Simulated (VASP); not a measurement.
Here is a VASP 6.6.1 calculation.

File INCAR:

```
SYSTEM = Sn3Ir
PREC = Accurate ; ENCUT = 520
EDIFF = 1E-6 ; ISMEAR = 0
SIGMA = 0.1 ; LREAL = .False.
LASPH = .True. ; NELM = 60
ALGO = Fast ; ISIF = 2
LWAVE = .False. ; LCHARG = .False.
GGA = PE ; NBANDS = 61
```

KPOINTS

```
regular mesh
0
Gamma
  6 6 10
  0 0 0
```

Contents of POSCAR:

```
Sn3Ir
1.0
    8.6792681126      0.0000000000      0.0000000000
   -4.3396340563      7.5164666718      0.0000000000
    0.0000000000      0.0000000000      3.2392228314
Sn Ir
6 2
Direct
    0.8118569214      0.6237138428      0.2500000000
    0.1881430786      0.8118569214      0.7500000000
    0.3762861572      0.1881430786      0.2500000000
    0.1881430786      0.3762861572      0.7500000000
    0.8118569214      0.1881430786      0.2500000000
    0.6237138428      0.8118569214      0.7500000000
    0.3333333333      0.6666666667      0.2500000000
    0.6666666667      0.3333333333      0.7500000000
```

Potentials or basis: VASP PAW PBE potentials, release 64 (Sn_d, Ir).

Command:

```sh
$ cat potpaw_PBE.64/Sn_d/POTCAR potpaw_PBE.64/Ir/POTCAR > POTCAR
$ mpirun -np 1 vasp_std > vasp.out
```

What does it give for the band gap on the k mesh?

Zero (bands 51 and 52 overlap by 2.08 eV).

Estimate the largest force.

0.005 eV/Å.

What does it give for the pressure?

0.0 GPa.

Forces on the atoms (eV/Å):
```
Sn   0.000  0.005  0.000
Sn  -0.005  0.003  0.000
Sn  -0.005 -0.003  0.000
Sn   0.000 -0.005  0.000
Sn   0.005 -0.003  0.000
Sn   0.005  0.003  0.000
Ir   0.000  0.000  0.000
Ir   0.000  0.000  0.000
```

Caveat: spin-orbit coupling is left out, which moves the levels of the heavy elements.
